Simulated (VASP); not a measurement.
Write the native input for VASP 6.6.1 that does the following.

* Task: single point
* Functional: r2SCAN
* Potentials or basis: VASP PAW PBE potentials, release 64 (Mg_sv, O)
* Cutoff: 920 eV
* k mesh: 14 × 14 × 14
* Occupations: fermi-dirac, width 0.08 eV
* Spin: no spin polarisation
* Dipole correction: no
* Further INCAR settings: ALGO = Normal; EDIFF = 1e-06; NBANDS = 15

Crystal: MgO.

```
CELL_PARAMETERS angstrom
2.10217 2.10217 0.00000
-2.10217 2.10217 0.00000
0.00000 2.10217 2.10217
ATOMIC_POSITIONS crystal
Mg 0.00000 0.00000 0.00000
O 0.50000 0.50000 0.00000
```

These files were run (other wordings do the same):

POSCAR

```
MgO
1.0
    2.1021675162      2.1021675162      0.0000000000
   -2.1021675162      2.1021675162      0.0000000000
    0.0000000000      2.1021675162      2.1021675162
Mg O
1 1
Direct
    0.0000000000      0.0000000000      0.0000000000
    0.5000000000      0.5000000000      0.0000000000
```

INCAR.step1

```
PREC = Accurate
ENCUT = 920
ISMEAR = -1
SIGMA = 0.08
LREAL = F
LASPH = T
NELM = 120
NBANDS = 15
GGA = PE
ALGO = Normal
EDIFF = 1E-5
LWAVE = T
LCHARG = F
GGA_COMPAT = F
```

INCAR.step2

```
PREC = Accurate
ENCUT = 920
EDIFF = 1E-6
ISMEAR = -1
SIGMA = 0.08
LREAL = F
LASPH = T
NELM = 120
ALGO = Normal
ISIF = 2
LWAVE = F
LCHARG = T
METAGGA = R2SCAN
LMIXTAU = T
LELF = T
LVHAR = T
NBANDS = 15
ISTART = 1
GGA_COMPAT = F
```

KPOINTS

```
regular mesh
0
Gamma
  14 14 14
```

Potentials or basis: VASP PAW PBE potentials, release 64 (Mg_sv, O).

Launch:

```console
$ cat potpaw_PBE.64/Mg_sv/POTCAR potpaw_PBE.64/O/POTCAR > POTCAR
$ cp INCAR.step1 INCAR
$ mpirun -np 1 vasp_std > vasp.out
$ cp INCAR.step2 INCAR
$ mpirun -np 1 vasp_std > vasp.out
```

It gave:

* Pressure: 0.5 GPa
* Band gap on the k mesh: 5.70 eV

Caveat: the PAW data sets were made with another functional, which shifts forces and pressure a little.

Run time: 2 min on 1 thread of Intel(R) Xeon(R) 6975P-C (Granite Rapids), on a shared host, peak memory 0.21 GiB.
